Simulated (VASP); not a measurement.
# Sc2SbP3 (P-6m2) in VASP: notebook

Runs on Sc2SbP3. Level: PBE. Tasks: single point, relaxation of cell and atoms.

Program: VASP 6.6.1. These are calculated values, not measurements. Logs are shortened: lines on timing, memory, paths and dates and some standing lists are left out, and cuts for length are marked.

**1. The cell of the first run**

It takes space group P-6m2 (No. 187, hexagonal). The conventional cell has a = 4.387 Å, b = 4.387 Å, c = 7.090 Å, α = 90.00°, β = 90.00°, γ = 120.00°. Sc (site symmetry 3m) has 9 P at 2.96 to 3.24 Å and 2 Sc at 3.05 to 4.04 Å and 3 Sb at 3.24 Å within 4.1 Å. Within 3.3 Å of Sb (site symmetry -6m2) lie 3 P at 2.53 Å and 6 Sc at 3.24 Å. Within 3.3 Å of P (site symmetry -6m2) lie 3 P at 2.53 Å and 6 Sc at 2.96 Å. Within 3.3 Å of P (site symmetry -6m2) lie 3 Sb at 2.53 Å and 6 Sc at 3.24 Å. Within 3.3 Å of P (site symmetry -6m2) lie 3 P at 2.53 Å and 6 Sc at 2.96 Å.

The cell was generated, and may not be a known phase.

**2. Single point, PBE**

INCAR

```
PREC = Accurate
ENCUT = 520
EDIFF = 1E-6
ISMEAR = 0
SIGMA = 0.1
LREAL = False
LASPH = True
NELM = 60
ALGO = Normal
ISIF = 2
LWAVE = False
LCHARG = False
GGA = PE
NBANDS = 30
```

KPOINTS

```
Automatic mesh
0
Gamma
  12 12 6
```

POSCAR

```
Sc2SbP3
1.0
    4.3870876984      0.0000000000      0.0000000000
   -2.1935438492      3.7993293954      0.0000000000
    0.0000000000      0.0000000000      7.0902884129
Sc Sb P
2 1 3
Direct
    0.3333333333      0.6666666667      0.2850638031
    0.3333333333      0.6666666667      0.7149361969
    0.6666666667      0.3333333333      0.0000000000
    0.6666666667      0.3333333333      0.5000000000
    0.0000000000      0.0000000000      0.0000000000
    0.0000000000      0.0000000000      0.5000000000
```

Potentials or basis: VASP PAW PBE potentials, release 64 (Sc_sv, Sb, P).

On the command line:

```bash
cat potpaw_PBE.64/Sc_sv/POTCAR potpaw_PBE.64/Sb/POTCAR potpaw_PBE.64/P/POTCAR > POTCAR
mpirun -np 1 vasp_std > vasp.out
```

OUTCAR:

```text
PREC = Accurate
   ENCUT = 520
   EDIFF = 1E-6
   ISMEAR = 0
   LREAL = False
   LASPH = True
   NELM = 60
   ISIF = 2
   GGA = PE

 ion  position               nearest neighbor table
   1  0.333  0.667  0.285-   4 2.96   6 2.96   4 2.96   6 2.96   6 2.96   4 2.96   2 3.05   3 3.24
                             3 3.24   3 3.24
   2  0.333  0.667  0.715-   4 2.96   6 2.96   4 2.96   6 2.96   6 2.96   4 2.96   1 3.05   3 3.24
                             3 3.24   3 3.24
   3  0.667  0.333  0.000-   5 2.53   5 2.53   5 2.53   2 3.24   1 3.24   2 3.24   1 3.24   1 3.24
                             2 3.24
   4  0.667  0.333  0.500-   6 2.53   6 2.53   6 2.53   2 2.96   1 2.96   2 2.96   1 2.96   1 2.96
                             2 2.96
   5  0.000  0.000  0.000-   3 2.53   3 2.53   3 2.53
   6  0.000  0.000  0.500-   4 2.53   4 2.53   4 2.53   1 2.96   2 2.96   1 2.96   2 2.96   1 2.96
                             2 2.96

  LATTYP: Found a hexagonal cell.
 ALAT       =     4.3870876984
 C/A-ratio  =     1.6161720258

  Lattice vectors:

 A1 = (   4.3870876984,   0.0000000000,   0.0000000000)
 A2 = (  -2.1935438492,   3.7993293954,   0.0000000000)
 A3 = (   0.0000000000,   0.0000000000,   7.0902884129)

Analysis of symmetry for initial positions (statically):
=====================================================================
 Subroutine PRICEL returns:
 Original cell was already a primitive cell.

 Routine SETGRP: Setting up the symmetry group for a
 hexagonal supercell.

 Subroutine GETGRP returns: Found 12 space group operations
 (whereof 12 operations were pure point group operations)
 out of a pool of 24 trial point group operations.

The static configuration has the point symmetry D_3h.

Analysis of symmetry for dynamics (positions and initial velocities):
=====================================================================
 Subroutine PRICEL returns:
 Original cell was already a primitive cell.

 Routine SETGRP: Setting up the symmetry group for a
 hexagonal supercell.

 Subroutine GETGRP returns: Found 12 space group operations
 (whereof 12 operations were pure point group operations)
 out of a pool of 24 trial point group operations.

The dynamic configuration has the point symmetry D_3h.

 Subroutine INISYM returns: Found 12 space group operations
 (whereof 12 operations are pure point group operations),
 and found     1 'primitive' translations

----------------------------------------------------------------------------------------

                                     Primitive cell

  volume of cell :     118.1809

  direct lattice vectors                    reciprocal lattice vectors
     4.387087698  0.000000000  0.000000000     0.227941648  0.131602172  0.000000000
    -2.193543849  3.799329395  0.000000000     0.000000000  0.263204344  0.000000000
     0.000000000  0.000000000  7.090288413     0.000000000  0.000000000  0.141037986

  length of vectors
     4.387087698  4.387087698  7.090288413     0.263204344  0.263204344  0.141037986

  position of ions in fractional coordinates (direct lattice)
     0.333333333  0.666666667  0.285063803
     0.333333333  0.666666667  0.714936197
     0.666666667  0.333333333  0.000000000
     0.666666667  0.333333333  0.500000000
     0.000000000  0.000000000  0.000000000
     0.000000000  0.000000000  0.500000000

  ion indices of the primitive-cell ions
   primitive index   ion index
                 1           1
                 2           2
                 3           3
                 4           4
                 5           5
                 6           6

----------------------------------------------------------------------------------------

 KPOINTS: Automatic mesh

Automatic generation of k-mesh.
 Grid dimensions read from file:
 generate k-points for:   12   12    6

 Generating k-lattice:

  Cartesian coordinates                     Fractional coordinates (reciprocal lattice)
     0.018995137  0.010966848  0.000000000     0.083333333  0.000000000  0.000000000
     0.000000000  0.021933695  0.000000000     0.000000000  0.083333333  0.000000000
     0.000000000  0.000000000  0.023506331     0.000000000  0.000000000  0.166666667

  Length of vectors
     0.021933695  0.021933695  0.023506331

  Shift w.r.t. Gamma in fractional coordinates (k-lattice)
     0.000000000  0.000000000  0.000000000

 Subroutine IBZKPT returns following result:
 ===========================================

 Found     76 irreducible k-points:

 Following reciprocal coordinates:
            Coordinates               Weight
  0.000000  0.000000  0.000000      1.000000
  0.083333  0.000000  0.000000      6.000000
  0.166667  0.000000  0.000000      6.000000
  0.250000  0.000000  0.000000      6.000000
  0.333333  0.000000  0.000000      6.000000
  0.416667  0.000000  0.000000      6.000000
[... 16 lines left out ...]
  0.250000  0.000000  0.166667     12.000000
  0.333333  0.000000  0.166667     12.000000
 [... further k-points ...]
   k-points           NKPTS =     76   k-points in BZ     NKDIM =     76   number of bands    NBANDS=     30
   number of dos      NEDOS =    301   number of ions     NIONS =      6
   total plane-waves  NPLWV =  69984
   dimension x,y,z NGX =    36 NGY =   36 NGZ =   54
   dimension x,y,z NGXF=    72 NGYF=   72 NGZF=  108
   ions per type =               2   1   3
   NGX,Y,Z   is equivalent  to a cutoff of  13.64, 13.64, 12.66 a.u.
   NGXF,Y,Z  is equivalent  to a cutoff of  27.28, 27.28, 25.32 a.u.
 SYSTEM =  unknown system
   PREC   = accura    normal or accurate (medium, high low for compatibility)
   ISTART =      0    job   : 0-new  1-cont  2-samecut
   ICHARG =      2    charge: 1-file 2-atom 10-const
   ISPIN  =      1    spin polarized calculation?
   LNONCOLLINEAR =      F non collinear calculations
   LSORBIT =      F    spin-orbit coupling
   LASPH  =      T    aspherical Exc in radial PAW
   ENCUT  =  520.0 eV  38.22 Ry    6.18 a.u.   8.16  8.16 13.18*2*pi/ulx,y,z
   NELM   =     60;   NELMIN=  2; NELMDL= -5     # of ELM steps
   EDIFF  = 0.1E-05   stopping-criterion for ELM
   LREAL  =      F    real-space projection
   EDIFFG = 0.1E-04   stopping-criterion for IOM
   NSW    =      0    number of steps for IOM
   IBRION =     -1    ionic relax: 0-MD 1-quasi-New 2-CG
   NFREE  =      0    steps in history (QN), initial steepest desc. (CG)
   ISIF   =      2    stress and relaxation
   ISYM   =      2    0-nonsym 1-usesym 2-fastsym
   POTIM  = 0.5000    time-step for ionic-motion
   TEBEG  =    0.0;   TEEND  =   0.0 temperature during run
   PSTRESS=    0.0 pullay stress
   NELECT =      42.0000    total number of electrons
   NUPDOWN=      -1.0000    fix difference up-down
   EMIN   =  10.00;   EMAX   =-10.00  energy-range for DOS
   EFERMI =   0.00;   METHOD = LEGACY
   ISMEAR =     0;   SIGMA  =   0.10  broadening in eV -4-tet -1-fermi 0-gaus
   EFERMI_NEDOS =   21; number of points for ismear=-14 and -15
   IALGO  =     38    algorithm
   IMIX   =      4    mixing-type and parameters
     AMIX     =   0.40;   BMIX     =  1.00
     AMIX_MAG =   1.60;   BMIX_MAG =  1.00
  volume/ion in A,a.u.               =      19.70       132.92
  Fermi-wavevector in a.u.,A,eV,Ry     =   1.159602  2.191330 18.295432  1.344676
  Thomas-Fermi vector in A             =   2.296193
   LORBIT       =      0    0 simple, 1 ext, 2 COOP (PROOUT), +10 PAW based schemes
   GGA     = PE    functional components
   LHFCALC =     F    Hartree Fock is set to
   AEXX    =    0.0000 exact exchange contribution
   IVDW    =     0    specifies the selected vdW correction
   LEPSILON=     F    determine dielectric tensor
   LRPA    =     F    only Hartree local field effects (RPA)
 non-spin polarized calculation
 Gauss-broadening in eV      SIGMA  =   0.10
  energy-cutoff  :      520.00
  volume of cell :      118.18
 maximum number of plane-waves:      3204
 NGX is ok and might be reduce to    36
   NGX = 17   NGY = 17   NGZ = 27

 number of electron      41.9999997 magnetization

 Free energy of the ion-electron system (eV)
  ---------------------------------------------------
  ext. energy  EPLUGINS =         0.00000000
  ---------------------------------------------------
  free energy    TOTEN  =       -34.34399466 eV

  energy without entropy =      -34.32892871  energy(sigma->0) =      -34.33646169

 E-fermi :   7.3570     XC(G=0): -10.5037

 val. band max:        7.3405040729   @ k =   0.4167   0.1667   0.0000
 cond. band min:       7.3634744558   @ k =   0.2500   0.0833   0.0000
 fundamental gap:      0.0229703829
 Fermi energy:         7.3569663553

 k-point     1 :       0.0000    0.0000    0.0000
  band No.  band energies     occupation
      1     -42.9304      2.00000
      2     -42.9076      2.00000
      3     -21.6869      2.00000
      4     -21.5401      2.00000
      5     -21.5401      2.00000
      6     -21.5145      2.00000
[... 22 lines left out ...]
     29       9.8393      0.00000
     30       9.9826      0.00000

 k-point     2 :       0.0833    0.0000    0.0000
  band No.  band energies     occupation
      1     -42.9304      2.00000
      2     -42.9076      2.00000
      3     -21.6865      2.00000
      4     -21.5415      2.00000
      5     -21.5404      2.00000
      6     -21.5154      2.00000
[... 22 lines left out ...]
     29       9.8477      0.00000
     30       9.9158      0.00000

 k-point     3 :       0.1667    0.0000    0.0000
  band No.  band energies     occupation
      1     -42.9302      2.00000
      2     -42.9075      2.00000
      3     -21.6855      2.00000
      4     -21.5451      2.00000
      5     -21.5413      2.00000
      6     -21.5181      2.00000
[... 682 lines left out ...]
     29       9.6398      0.00000
     30       9.8532      0.00000

 k-point    24 :       0.3333    0.0000    0.1667
  band No.  band energies     occupation
      1     -42.9297      2.00000
      2     -42.9073      2.00000
      3     -21.6797      2.00000
      4     -21.5544      2.00000
      5     -21.5432      2.00000
      6     -21.5259      2.00000
[... 22 lines left out ...]
     29       9.5278      0.00000
     30       9.9377      0.00000

 [... further k-points ...]

------------------------ aborting loop because EDIFF is reached ----------------------------------------

  FORCE on cell =-STRESS in cart. coord.  units (eV):
  Direction    XX          YY          ZZ          XY          YZ          ZX
  --------------------------------------------------------------------------------------
  -------------------------------------------------------------------------------------
  Total        0.1536835      0.1536835      0.0778107     -0.0000000     -0.0000000      0.0000000
  in kB        2.0834868      2.0834868      1.0548793     -0.0000000     -0.0000000      0.0000000
  external PRESSURE =       1.7406176 kB  Pullay stress =       0.0000000 kB

 VOLUME and BASIS-vectors are now :
 -----------------------------------------------------------------------------
  energy-cutoff  :      520.00
  volume of cell :      118.18
      direct lattice vectors                 reciprocal lattice vectors
     4.387087698  0.000000000  0.000000000     0.227941648  0.131602172  0.000000000
    -2.193543849  3.799329395  0.000000000     0.000000000  0.263204344  0.000000000
     0.000000000  0.000000000  7.090288413     0.000000000  0.000000000  0.141037986

 POSITION                                       TOTAL-FORCE (eV/Angst)
 -----------------------------------------------------------------------------------
     -0.00000      2.53289      2.02118         0.000000      0.000000     -0.009251
     -0.00000      2.53289      5.06910         0.000000     -0.000000      0.009251
      2.19354      1.26644      0.00000        -0.000000     -0.000000      0.000000
      2.19354      1.26644      3.54514        -0.000000     -0.000000      0.000000
      0.00000      0.00000      0.00000        -0.000000     -0.000000      0.000000
      0.00000      0.00000      3.54514        -0.000000     -0.000000      0.000000
 -----------------------------------------------------------------------------------
    total drift:                                0.000001     -0.000000     -0.000000

  FREE ENERGIE OF THE ION-ELECTRON SYSTEM (eV)
  ---------------------------------------------------
  free  energy   TOTEN  =       -34.3439946631 eV

  energy  without entropy=      -34.3289287082  energy(sigma->0) =      -34.33646169
```

Wall time 3 min (1 thread of Intel Xeon 6975P-C (Granite Rapids), shared host); peak memory 0.42 GiB.

Results:

| Quantity | Value |
| --- | --- |
| Free energy | -34.3440 eV |
| Pressure | 0.2 GPa |
| Largest force | 0.009 eV/Å |
| Band gap on the k mesh | zero (bands 21 and 22 overlap by 1.71 eV) |

Forces on the atoms (eV/Å):
```
Sc   0.000  0.000 -0.009
Sc   0.000  0.000  0.009
Sb   0.000  0.000  0.000
P    0.000  0.000  0.000
P    0.000  0.000  0.000
P    0.000  0.000  0.000
```

Levels at points of the mesh, in eV from the Fermi level:
| k point | band 17 | band 18 | band 19 | band 20 | band 21 | band 22 | band 23 | band 24 | band 25 | band 26 |
| --- | --- | --- | --- | --- | --- | --- | --- | --- | --- | --- |
| (0.00, 0.00, 0.00) | -3.82 | -2.06 | -1.97 | -1.97 | -0.74 | -0.48 | -0.48 | -0.04 | 0.27 | 0.27 |
| (0.50, 0.00, 0.00) | -3.87 | -2.34 | -1.48 | 0.51 | 0.62 | 0.65 | 1.29 | 1.36 | 1.57 | 1.57 |
| (0.00, 0.00, 0.50) | -4.25 | -4.25 | -1.79 | -1.79 | -0.93 | -0.93 | 0.12 | 1.03 | 1.03 | 1.08 |
| (0.50, 0.00, 0.50) | -3.27 | -2.99 | -2.23 | -1.92 | 0.64 | 0.89 | 1.01 | 1.32 | 1.55 | 1.81 |

Caveat: spin-orbit coupling is left out, which moves the levels of the heavy elements.

[end of part 1 of 2]

The gap in the log of VASP goes by the Fermi energy; the results here count the filled bands.